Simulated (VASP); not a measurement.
The system is Hf2C.

```
CELL_PARAMETERS angstrom
5.21479 0.00000 0.00000
0.00000 5.37357 0.00000
0.00000 0.00000 3.50995
ATOMIC_POSITIONS crystal
Hf 0.22500 0.82500 0.50000
Hf 0.72500 0.67500 0.00000
Hf 0.77500 0.17500 0.50000
Hf 0.27500 0.32500 0.00000
C 0.50000 0.50000 0.50000
C 0.00000 0.00000 0.00000
```

| Item | Value |
| --- | --- |
| Program | VASP 6.6.1 |
| Task | relaxation of cell and atoms |
| Functional | PBE |
| Potentials or basis | VASP PAW PBE potentials, release 64 (Hf_pv, C) |
| Cutoff | 600 eV |
| k mesh | 4 × 4 × 6 |
| Occupations | gaussian, width 0.1 eV |
| Spin | no spin polarisation |

At the start: pressure -0.3 GPa; volume 16.39 Å³/atom.

Q: How do energy, volume and symmetry change on relaxing?

A: Over 15 steps the energy falls by 58.6 meV/atom and the volume is 16.43 Å³/atom (+0.2 %); space group Pnnm (No. 58, to 0.1 Å) before, P4_2/mnm (No. 136, to 0.1 Å).

The path:
| step | energy change (eV) | largest force (eV/Å) | pressure (GPa) | volume (Å³) |
| --- | --- | --- | --- | --- |
| 1 | 0.0000 | 0.4760 | -0.33 | 98.36 |
| 2 | -0.2903 | 0.1175 | 0.78 | 97.65 |
| 3 | -0.2927 | 0.1396 | 0.64 | 97.72 |
| 4 | -0.2947 | 0.1229 | -1.03 | 98.62 |
| 5 | -0.2953 | 0.1202 | -0.52 | 98.34 |
| 6 | -0.2990 | 0.1168 | -0.34 | 98.25 |
| 7 | -0.3047 | 0.2003 | 0.22 | 97.99 |
| 8 | -0.3079 | 0.1911 | 0.22 | 98.02 |
| 9 | -0.3170 | 0.1637 | 0.21 | 98.13 |
| 10 | -0.3332 | 0.1028 | 0.12 | 98.34 |
| 11 | -0.3483 | 0.0712 | -0.32 | 98.75 |
| 12 | -0.3498 | 0.0363 | 0.66 | 98.18 |
| 13 | -0.3510 | 0.0510 | 0.28 | 98.41 |
| 14 | -0.3504 | 0.0347 | -0.69 | 98.91 |
| 15 | -0.3514 | 0.0207 | -0.09 | 98.59 |

Final structure:
```xyz
6
Lattice="5.4208 0.0000 0.0000 0.0000 5.4170 0.0000 0.0000 0.0000 3.3576" Properties=species:S:1:pos:R:3 pbc="T T T"
Hf    1.0929    4.3165    1.6788
Hf    3.8033    3.8091    0.0000
Hf    4.3279    1.1005    1.6788
Hf    1.6175    1.6080    0.0000
C     2.7104    2.7085    1.6788
C     0.0000    0.0000    0.0000
```
